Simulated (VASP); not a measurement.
**MoS2: single point with r2SCAN**

MoS2:

```
Mo S
1.0
     3.16709    0.00000    0.00000
    -1.58354    2.74278    0.00000
     0.00000    0.00000   12.32990
Mo S
2 4
Cartesian
  0.0000 1.8285 3.0825
  1.5835 0.9143 9.2474
  0.0000 1.8285 7.6936
  1.5835 0.9143 1.5286
  0.0000 1.8285 10.8013
  1.5835 0.9143 4.6363
```

```yaml
Program: VASP 6.6.1
Task: single point
Functional: r2SCAN
Potentials_or_basis: VASP PAW PBE potentials, release 64 (Mo_sv, S)
Cutoff: 520 eV
k_mesh: 12 × 12 × 4
Occupations: gaussian, width 0.02 eV
Spin: no spin polarisation
Dipole_correction: no
Further_INCAR_settings: ALGO = Normal; EDIFF = 1e-06; NBANDS = 35
```

```
Pressure               : 2.1 GPa
Largest force          : 0.004 eV/Å
Band gap on the k mesh : 1.01 eV (least direct gap 1.76 eV)
```

Forces on the atoms (eV/Å):
```
Mo   0.000  0.000  0.000
Mo   0.000  0.000  0.000
S    0.000  0.000 -0.004
S    0.000  0.000 -0.004
S    0.000  0.000  0.004
S    0.000  0.000  0.004
```

Stress tensor (GPa, compression positive):
```
2.12 0.00 0.00
0.00 2.12 0.00
0.00 0.00 2.03
```

Levels at points of the mesh, in eV from the valence-band top:
```csv
k point,band 22,band 23,band 24,band 25,band 26,band 27,band 28,band 29,band 30,band 31
"(0.00, 0.00, 0.00)",-2.34,-2.34,-1.34,-1.16,0.00,2.23,2.23,2.26,2.26,2.41
"(0.50, 0.00, 0.00)",-2.66,-1.92,-1.73,-1.48,-1.35,1.69,1.73,2.11,2.36,3.15
"(0.00, 0.00, 0.50)",-2.37,-2.37,-2.37,-0.29,-0.29,2.24,2.24,2.24,2.24,2.50
"(0.50, 0.00, 0.50)",-2.79,-1.83,-1.83,-1.40,-1.40,1.71,1.71,2.25,2.25,3.51
```

It took 7.7 min on 1 thread of Intel(R) Xeon(R) Platinum 8488C (Sapphire Rapids), with other jobs on the host, peak memory 0.34 GiB.

Caveat: the PAW data sets were made with another functional, which shifts forces and pressure a little. A k mesh can miss the band edges.
